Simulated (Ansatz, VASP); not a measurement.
**CO2 in VASP and in Ansatz**

Contents of INCAR:

```
SYSTEM = CO2
  PREC = Accurate
  ENCUT = 600
  EDIFF = 1E-6
  ISMEAR = 1
  SIGMA = 0.025
  LREAL = .False.
  LASPH = .True.
  NELM = 120
  ALGO = Normal
  ISIF = 2
  LWAVE = .False.
  LCHARG = .False.
  GGA = PE
  NBANDS = 25
  GGA_COMPAT = .False.
```

Contents of KPOINTS:

```
regular mesh
0
Gamma
  5 5 7
  0 0 0
```

The input POSCAR:

```
CO2
1.0
    3.8147030000      0.0000000000      0.0000000000
    0.0000000000      3.8147030000      0.0000000000
    0.0000000000      0.0000000000      2.4774760000
C O
2 4
Direct
    0.0000000000      0.0000000000      0.0000000000
    0.5000000000      0.5000000000      0.5000000000
    0.3060400000      0.3060400000      0.0000000000
    0.1939600000      0.8060400000      0.5000000000
    0.6939600000      0.6939600000      0.0000000000
    0.8060400000      0.1939600000      0.5000000000
```

Input for Ansatz:

```yaml
crystal:
  lattice:
    - [3.814703, 0.0, 0.0]
    - [0.0, 3.814703, 0.0]
    - [0.0, 0.0, 2.477476]
  atoms:
    - { symbol: C, position: [0.0, 0.0, 0.0] }
    - { symbol: C, position: [0.5, 0.5, 0.5] }
    - { symbol: O, position: [0.30604, 0.30604, 0.0] }
    - { symbol: O, position: [0.19396, 0.80604, 0.5] }
    - { symbol: O, position: [0.69396, 0.69396, 0.0] }
    - { symbol: O, position: [0.80604, 0.19396, 0.5] }
  symmetry: { tolerance: 0.0003 }
kpoints:
  mp_grid: { grid: [5, 5, 7], shift: [0, 0, 0] }
magnetization:
  spin_polarized: false
scf:
  occupations: { method: methfessel_paxton, width: 0.025 }
hamiltonian:
  pseudopotentials: { kind: paw }
  xc: pbe
basis:
  ecutwfc: 420
  xc_grid: 1
output:
  forces: true
  stress: true
  eigenvalues: true
```

Alike in both runs: task single point; functional PBE; k mesh 5 × 5 × 7; occupations methfessel-paxton of order 1, width 0.025 eV; no spin polarisation.

|  | VASP | Ansatz |
| --- | --- | --- |
| version | VASP 6.6.1 | Ansatz 0.2.0 |
| potentials or method | VASP PAW PBE potentials, release 64 (C, O), cutoff 600 eV | PAW plane waves |
| valence electrons in the cell | 32 | 32 |

Ansatz gave:

| Property | Result |
| --- | --- |
| pressure (GPa) | 4.1 |
| traceless stress, the component that is largest in VASP (GPa) | -27.13 |
| rms of the force components (eV/Å) | 0.472 |

Problem. Which values does VASP return?

Solution. Pressure (GPa): 3.8; traceless stress, the component that is largest in VASP (GPa): -26.55; rms of the force components (eV/Å): 0.463.

Atom by atom the forces differ by 0.009 eV/Å (rms over components).
